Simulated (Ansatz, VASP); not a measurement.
Two plane-wave programs on Au

```
CELL_PARAMETERS angstrom
0.00000 -2.04550 -2.04550
0.00000 2.04550 -2.04550
4.09100 0.00000 0.00000
ATOMIC_POSITIONS crystal
Au 0.50000 0.50000 0.51833
Au 0.00000 0.00000 0.98167
```

Change from the starting cell: mode 6 (154.3 1/cm) frozen in, largest displacement +0.075 Å.

Alike in both runs: task single point; functional PBE; k mesh 16 × 16 × 12; occupations gaussian, width 0.15 eV; no spin polarisation.

|  | VASP | Ansatz |
| --- | --- | --- |
| version | VASP 6.6.1 | Ansatz 0.2.0 |
| potentials or method | VASP PAW PBE potentials, release 64 (Au), cutoff 520 eV | scalar-relativistic, plane waves, PAW |
| valence electrons in the cell | 22 | 38 |

VASP gave:

* gap on the k mesh at the Fermi level (eV): none
* pressure (GPa): 9.8
* traceless stress, the component that is largest in VASP (GPa): -0.36
* rms of the force components (eV/Å): 0.756

Q: Which values does Ansatz return?

A: gap on the k mesh at the Fermi level (eV): none; pressure (GPa): 10.0; traceless stress, the component that is largest in VASP (GPa): -0.35; rms of the force components (eV/Å): 0.760.

Atom by atom the forces differ by 0.004 eV/Å (rms over components). A gap of «none» marks a metal or a gap that the smearing closes. VASP's potentials hold 22 valence electrons a cell and Ansatz's 38, so a difference there can come from the potentials and not from the codes.

Spin-orbit coupling is off throughout.
